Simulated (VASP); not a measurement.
A run of VASP 6.6.1 is set up as follows.

INCAR

```
SYSTEM = Si4Mo3
ALGO = Normal
EDIFF = 1E-7
ENCUT = 520
GGA = PE
ISIF = 2
ISMEAR = 0
LASPH = .True.
LCHARG = .True.
LELF = .True.
LREAL = .False.
LVHAR = .True.
LWAVE = .False.
NBANDS = 38
NELM = 80
PREC = Accurate
SIGMA = 0.2
```

KPOINTS

```
k-points
0
Gamma
  7 7 7
  0 0 0
```

File POSCAR:

```
Si4Mo3
1.0
   -1.5995643874      1.5995643874      9.5086938561
    1.5995643874     -1.5995643874      9.5086938561
    1.5995643874      1.5995643874     -9.5086938561
Si Mo
4 3
Direct
    0.4312138618      0.4312138618      0.0000000000
    0.5687861382      0.5687861382      0.0000000000
    0.8586473215      0.8586473215      0.0000000000
    0.1413526785      0.1413526785      0.0000000000
    0.0000000000      0.0000000000      0.0000000000
    0.2940080780      0.2940080780      0.0000000000
    0.7059919220      0.7059919220      0.0000000000
```

Potentials or basis: VASP PAW PBE potentials, release 64 (Si, Mo_sv).

Launch:

```sh
$ cat potpaw_PBE.64/Si/POTCAR potpaw_PBE.64/Mo_sv/POTCAR > POTCAR
$ mpirun -np 1 vasp_std > vasp.out
```

(1) What does it give for the largest force?

(2) Predict the band gap on the k mesh.

Answers

(1) 0.032 eV/Å.

(2) zero (band 29 reaches 11.97 eV, above the bottom of band 30 at 11.77 eV).

Caveat: the k points lie up to 0.40 Å⁻¹ apart.
